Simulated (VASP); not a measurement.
A run of VASP 6.6.1:

The input INCAR:

```
  PREC = Accurate
  ENCUT = 520
  EDIFF = 1E-7
  ISMEAR = 0
  SIGMA = 0.01
  LREAL = False
  LASPH = True
  NELM = 100
  ALGO = Normal
  ISIF = 2
  LWAVE = False
  LCHARG = False
  NBANDS = 26
```

File KPOINTS:

```
Automatic mesh
0
Gamma
  12 12 4
```

The input POSCAR:

```
SiC
1.0
    3.0775549649      0.0000000000      0.0000000000
   -1.5387774824      2.6652407811      0.0000000000
    0.0000000000      0.0000000000     10.0767216789
Si C
4 4
Direct
    0.6666666667      0.3333333333      0.9378415300
    0.3333333333      0.6666666667      0.4378415300
    0.0000000000      0.0000000000      0.6878903910
    0.0000000000      0.0000000000      0.1878903910
    0.6666666667      0.3333333333      0.7498007685
    0.3333333333      0.6666666667      0.2498007685
    0.0000000000      0.0000000000      0.5004663105
    0.0000000000      0.0000000000      0.0004663105
```

Potentials or basis: VASP PAW LDA potentials, release 64 (Si, C).

Launch:

```sh
$ cat potpaw_LDA.64/Si/POTCAR potpaw_LDA.64/C/POTCAR > POTCAR
$ mpirun -np 1 vasp_std > vasp.out
```

Hardware: 1 thread of Intel(R) Xeon(R) Platinum 8259CL CPU @ 2.50GHz (Skylake/Cascade Lake), with other jobs on the host.

Q: How long does it take, and how much memory?

A: Run time: 95 s on 1 thread of Intel(R) Xeon(R) Platinum 8259CL CPU @ 2.50GHz (Skylake/Cascade Lake), with other jobs on the host, peak memory 0.22 GiB. Counts: scf iterations 14, k points 57.
